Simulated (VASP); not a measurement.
# Te2Mo in VASP: a series of runs

Runs on Te2Mo. Level: LDA. Tasks: single point.

All numbers are computed with VASP 6.6.1; they aren't measurements. Logs are shortened: lines on timing, memory, paths and dates and some standing lists are left out, and cuts for length are marked.

### Step 1. The cell of the first run

The cell holds a slab with vacuum, 3 atoms: a = 3.418 Å, b = 3.418 Å, c = 16.122 Å, α = 90.00°, β = 90.00°, γ = 120.00°.

### Step 2. Single point, LDA (strain -0.040 along x and y, -0.080 along z)

Contents of INCAR:

```
SYSTEM = Te2Mo
PREC = Accurate
ENCUT = 520
EDIFF = 1E-7
ISMEAR = 0
SIGMA = 0.05
LREAL = .FALSE.
LASPH = .TRUE.
NELM = 80
ALGO = Normal
ISIF = 2
LWAVE = .FALSE.
LCHARG = .FALSE.
NBANDS = 20
```

Contents of KPOINTS:

```
Automatic mesh
0
G
  12 12 2
  0 0 0
```

Contents of POSCAR:

```
Te2Mo
1.0
    3.4178235014      0.0000000000      0.0000000000
   -1.7089117507      2.9599219779      0.0000000000
    0.0000000000      0.0000000000     16.1221331944
Te Mo
2 1
Direct
    0.3333333333      0.6666666667      0.8978554500
    0.3333333333      0.6666666667      0.1021445500
    0.0000000000      0.0000000000      0.0000000000
```

Potentials or basis: VASP PAW LDA potentials, release 64 (Te, Mo_sv).

Started as:

```console
> cat potpaw_LDA.64/Te/POTCAR potpaw_LDA.64/Mo_sv/POTCAR > POTCAR
> mpirun -np 1 vasp_std > vasp.out
```

OUTCAR:

```text
SYSTEM = Te2Mo
   PREC = Accurate
   ENCUT = 520
   EDIFF = 1E-7
   ISMEAR = 0
   LREAL = .FALSE.
   LASPH = .TRUE.
   NELM = 80
   ISIF = 2

 ion  position               nearest neighbor table
   1  0.333  0.667  0.898-   3 2.57   3 2.57   3 2.57   2 3.29
   2  0.333  0.667  0.102-   3 2.57   3 2.57   3 2.57   1 3.29
   3  0.000  0.000  0.000-   1 2.57   2 2.57   1 2.57   2 2.57   1 2.57   2 2.57

  LATTYP: Found a hexagonal cell.
 ALAT       =     3.4178235014
 C/A-ratio  =     4.7170759952

  Lattice vectors:

 A1 = (   3.4178235014,   0.0000000000,   0.0000000000)
 A2 = (  -1.7089117507,   2.9599219779,   0.0000000000)
 A3 = (   0.0000000000,   0.0000000000,  16.1221331944)

Analysis of symmetry for initial positions (statically):
=====================================================================
 Subroutine PRICEL returns:
 Original cell was already a primitive cell.

 Routine SETGRP: Setting up the symmetry group for a
 hexagonal supercell.

 Subroutine GETGRP returns: Found 12 space group operations
 (whereof 12 operations were pure point group operations)
 out of a pool of 24 trial point group operations.

The static configuration has the point symmetry D_3h.

Analysis of symmetry for dynamics (positions and initial velocities):
=====================================================================
 Subroutine PRICEL returns:
 Original cell was already a primitive cell.

 Routine SETGRP: Setting up the symmetry group for a
 hexagonal supercell.

 Subroutine GETGRP returns: Found 12 space group operations
 (whereof 12 operations were pure point group operations)
 out of a pool of 24 trial point group operations.

The dynamic configuration has the point symmetry D_3h.

 Subroutine INISYM returns: Found 12 space group operations
 (whereof 12 operations are pure point group operations),
 and found     1 'primitive' translations

----------------------------------------------------------------------------------------

                                     Primitive cell

  volume of cell :     163.0994

  direct lattice vectors                    reciprocal lattice vectors
     3.417823501  0.000000000  0.000000000     0.292583862  0.168923372  0.000000000
    -1.708911751  2.959921978  0.000000000     0.000000000  0.337846743  0.000000000
     0.000000000  0.000000000 16.122133194     0.000000000  0.000000000  0.062026531

  length of vectors
[... 76 lines left out ...]
   ISTART =      0    job   : 0-new  1-cont  2-samecut
   ICHARG =      2    charge: 1-file 2-atom 10-const
   ISPIN  =      1    spin polarized calculation?
   LNONCOLLINEAR =      F non collinear calculations
   LSORBIT =      F    spin-orbit coupling
   LASPH  =      T    aspherical Exc in radial PAW
   ENCUT  =  520.0 eV  38.22 Ry    6.18 a.u.   6.35  6.35 29.98*2*pi/ulx,y,z
   NELM   =     80;   NELMIN=  2; NELMDL= -5     # of ELM steps
   EDIFF  = 0.1E-06   stopping-criterion for ELM
   LREAL  =      F    real-space projection
   EDIFFG = 0.1E-05   stopping-criterion for IOM
   NSW    =      0    number of steps for IOM
   IBRION =     -1    ionic relax: 0-MD 1-quasi-New 2-CG
   NFREE  =      0    steps in history (QN), initial steepest desc. (CG)
   ISIF   =      2    stress and relaxation
   ISYM   =      2    0-nonsym 1-usesym 2-fastsym
   POTIM  = 0.5000    time-step for ionic-motion
   TEBEG  =    0.0;   TEEND  =   0.0 temperature during run
   PSTRESS=    0.0 pullay stress
   NELECT =      26.0000    total number of electrons
   NUPDOWN=      -1.0000    fix difference up-down
   EMIN   =  10.00;   EMAX   =-10.00  energy-range for DOS
   EFERMI =   0.00;   METHOD = LEGACY
   ISMEAR =     0;   SIGMA  =   0.05  broadening in eV -4-tet -1-fermi 0-gaus
   EFERMI_NEDOS =   21; number of points for ismear=-14 and -15
   IALGO  =     38    algorithm
   IMIX   =      4    mixing-type and parameters
     AMIX     =   0.40;   BMIX     =  1.00
     AMIX_MAG =   1.60;   BMIX_MAG =  1.00
  volume/ion in A,a.u.               =      54.37       366.88
  Fermi-wavevector in a.u.,A,eV,Ry     =   0.887664  1.677441 10.720669  0.787947
  Thomas-Fermi vector in A             =   2.008992
   LORBIT       =      0    0 simple, 1 ext, 2 COOP (PROOUT), +10 PAW based schemes
   GGA     = CA    functional components
   LHFCALC =     F    Hartree Fock is set to
   AEXX    =    0.0000 exact exchange contribution
   IVDW    =     0    specifies the selected vdW correction
   LEPSILON=     F    determine dielectric tensor
   LRPA    =     F    only Hartree local field effects (RPA)
 non-spin polarized calculation
 Gauss-broadening in eV      SIGMA  =   0.05
  energy-cutoff  :      520.00
  volume of cell :      163.10
 maximum number of plane-waves:      4430
 NGX is ok and might be reduce to    28
   NGX = 13   NGY = 13   NGZ = 59

 number of electron      26.0000001 magnetization

 Free energy of the ion-electron system (eV)
  ---------------------------------------------------
  ext. energy  EPLUGINS =         0.00000000
  ---------------------------------------------------
  free energy    TOTEN  =       -19.95250241 eV

  energy without entropy =      -19.95250241  energy(sigma->0) =      -19.95250241

 E-fermi :   0.7469     XC(G=0):  -5.2989

 val. band max:        0.4737331651   @ k =   0.3333   0.3333   0.5000
 cond. band min:       1.5960900917   @ k =   0.3333   0.3333   0.5000
 fundamental gap:      1.1223569266
 Fermi energy:         0.7469004281

 k-point     1 :       0.0000    0.0000    0.0000
  band No.  band energies     occupation
      1     -59.4482      2.00000
      2     -33.9188      2.00000
      3     -33.7487      2.00000
      4     -33.7487      2.00000
      5     -12.7799      2.00000
      6     -11.2663      2.00000
[... 541 lines left out ...]
     19       6.9494      0.00000
     20       7.1887      0.00000

 [... further k-points ...]
[... 5 lines left out ...]
  --------------------------------------------------------------------------------------
  -------------------------------------------------------------------------------------
  Total        5.5691594      5.5691594     10.4217910      0.0000000     -0.0000000      0.0000000
  in kB       54.7076214     54.7076214    102.3765622      0.0000000     -0.0000000      0.0000000
  external PRESSURE =      70.5972684 kB  Pullay stress =       0.0000000 kB

 VOLUME and BASIS-vectors are now :
 -----------------------------------------------------------------------------
  energy-cutoff  :      520.00
  volume of cell :      163.10
      direct lattice vectors                 reciprocal lattice vectors
     3.417823501  0.000000000  0.000000000     0.292583862  0.168923372  0.000000000
    -1.708911751  2.959921978  0.000000000     0.000000000  0.337846743  0.000000000
     0.000000000  0.000000000 16.122133194     0.000000000  0.000000000  0.062026531

 POSITION                                       TOTAL-FORCE (eV/Angst)
 -----------------------------------------------------------------------------------
     -0.00000      1.97328     14.47535        -0.000000      0.000000     -3.168755
     -0.00000      1.97328      1.64679         0.000000      0.000000      3.168755
      0.00000      0.00000      0.00000         0.000000      0.000000      0.000000
 -----------------------------------------------------------------------------------
    total drift:                                0.000000     -0.000000     -0.000000

  FREE ENERGIE OF THE ION-ELECTRON SYSTEM (eV)
  ---------------------------------------------------
  free  energy   TOTEN  =       -19.9525024124 eV

  energy  without entropy=      -19.9525024124  energy(sigma->0) =      -19.95250241
```

Run time: 5.3 min. Hardware: 1 thread of Intel Xeon 8259CL, shared host; peak memory 0.31 GiB.

What came out:

| Property | Result |
| --- | --- |
| Free energy | -19.9525 eV |
| Largest force | 3.169 eV/Å |
| Band gap on the k mesh | 1.12 eV |

Forces on the atoms (eV/Å):
```
Te   0.000  0.000 -3.169
Te   0.000  0.000  3.169
Mo   0.000  0.000  0.000
```

Caveat: the cell differs from its parent crystal (strain -0.040 along x and y, -0.080 along z); spin-orbit coupling is left out, which moves the levels of the heavy elements.

### Step 3. Single point, LDA (strain -0.080 along x and y, +0.040 along z)

Contents of INCAR:

```
  PREC = Accurate
  ENCUT = 520
  EDIFF = 1E-6
  ISMEAR = 0
  SIGMA = 0.05
  LREAL = F
  LASPH = T
  NELM = 100
  ALGO = Normal
  ISIF = 2
  LWAVE = F
  LCHARG = F
  NBANDS = 20
```

Contents of KPOINTS:

```
Automatic mesh
0
Gamma
  12 12 2
```

Contents of POSCAR:

```
Te2Mo
1.0
    3.2754141889      0.0000000000      0.0000000000
   -1.6377070944      2.8365918955      0.0000000000
    0.0000000000      0.0000000000     18.2250201328
Te Mo
2 1
Direct
    0.3333333333      0.6666666667      0.8978554500
    0.3333333333      0.6666666667      0.1021445500
    0.0000000000      0.0000000000      0.0000000000
```

Potentials or basis: VASP PAW LDA potentials, release 64 (Te, Mo_sv).

Started as:

```console
> cat potpaw_LDA.64/Te/POTCAR potpaw_LDA.64/Mo_sv/POTCAR > POTCAR
> mpirun -np 1 vasp_std > vasp.out
```

OUTCAR:

```text
PREC = Accurate
   ENCUT = 520
   EDIFF = 1E-6
   ISMEAR = 0
   LREAL = F
   LASPH = T
   NELM = 100
   ISIF = 2

 ion  position               nearest neighbor table
   1  0.333  0.667  0.898-   3 2.65   3 2.65   3 2.65
   2  0.333  0.667  0.102-   3 2.65   3 2.65   3 2.65
   3  0.000  0.000  0.000-   1 2.65   2 2.65   1 2.65   2 2.65   1 2.65   2 2.65

  LATTYP: Found a hexagonal cell.
 ALAT       =     3.2754141889
 C/A-ratio  =     5.5641879413

  Lattice vectors:

 A1 = (   3.2754141889,   0.0000000000,   0.0000000000)
 A2 = (  -1.6377070944,   2.8365918955,   0.0000000000)
 A3 = (   0.0000000000,   0.0000000000,  18.2250201328)

Analysis of symmetry for initial positions (statically):
=====================================================================
 Subroutine PRICEL returns:
 Original cell was already a primitive cell.

 Routine SETGRP: Setting up the symmetry group for a
 hexagonal supercell.

 Subroutine GETGRP returns: Found 12 space group operations
 (whereof 12 operations were pure point group operations)
 out of a pool of 24 trial point group operations.

[... 155 lines left out ...]

 Free energy of the ion-electron system (eV)
  ---------------------------------------------------
  ext. energy  EPLUGINS =         0.00000000
  ---------------------------------------------------
  free energy    TOTEN  =       -20.20041823 eV

  energy without entropy =      -20.20041823  energy(sigma->0) =      -20.20041823

 E-fermi :   1.4422     XC(G=0):  -5.0343

 val. band max:        1.1094954961   @ k =   0.5000   0.0000   0.0000
 cond. band min:       1.8133026600   @ k =   0.2500   0.1667   0.0000
 fundamental gap:      0.7038071639
 Fermi energy:         1.4422142136

 k-point     1 :       0.0000    0.0000    0.0000
  band No.  band energies     occupation
      1     -59.3512      2.00000
      2     -33.8818      2.00000
      3     -33.4930      2.00000
      4     -33.4930      2.00000
      5     -12.8690      2.00000
      6     -11.9764      2.00000
[... 541 lines left out ...]
     19       6.8161      0.00000
     20       7.1902      0.00000

 [... further k-points ...]
[... 5 lines left out ...]
  --------------------------------------------------------------------------------------
  -------------------------------------------------------------------------------------
  Total        5.2198631      5.2198631      0.9469211      0.0000000     -0.0000000      0.0000000
  in kB       49.3899513     49.3899513      8.9596957      0.0000000     -0.0000000      0.0000000
  external PRESSURE =      35.9131994 kB  Pullay stress =       0.0000000 kB

 VOLUME and BASIS-vectors are now :
 -----------------------------------------------------------------------------
  energy-cutoff  :      520.00
  volume of cell :      169.33
      direct lattice vectors                 reciprocal lattice vectors
     3.275414189  0.000000000  0.000000000     0.305304900  0.176267866  0.000000000
    -1.637707094  2.836591895  0.000000000     0.000000000  0.352535732  0.000000000
     0.000000000  0.000000000 18.225020133     0.000000000  0.000000000  0.054869624

 POSITION                                       TOTAL-FORCE (eV/Angst)
 -----------------------------------------------------------------------------------
     -0.00000      1.89106     16.36343        -0.000000      0.000000     -0.258000
     -0.00000      1.89106      1.86159        -0.000000     -0.000000      0.258000
      0.00000      0.00000      0.00000         0.000000     -0.000000      0.000000
 -----------------------------------------------------------------------------------
    total drift:                                0.000000     -0.000000     -0.000000

  FREE ENERGIE OF THE ION-ELECTRON SYSTEM (eV)
  ---------------------------------------------------
  free  energy   TOTEN  =       -20.2004182348 eV

  energy  without entropy=      -20.2004182348  energy(sigma->0) =      -20.20041823
```

Wall time 4.8 min (1 thread of Intel Xeon 8259CL, shared host); peak memory 0.3 GiB.

Results:

```yaml
Free_energy: -20.2004 eV
Largest_force: 0.258 eV/Å
Band_gap_on_the_k_mesh: 0.70 eV (least direct gap 1.31 eV)
```

Forces on the atoms (eV/Å):
```
Te   0.000  0.000 -0.258
Te   0.000  0.000  0.258
Mo   0.000  0.000  0.000
```

Caveat: the cell differs from its parent crystal (strain -0.080 along x and y, +0.040 along z); spin-orbit coupling is left out, which moves the levels of the heavy elements.

(Part 1 of 2 ends here.)
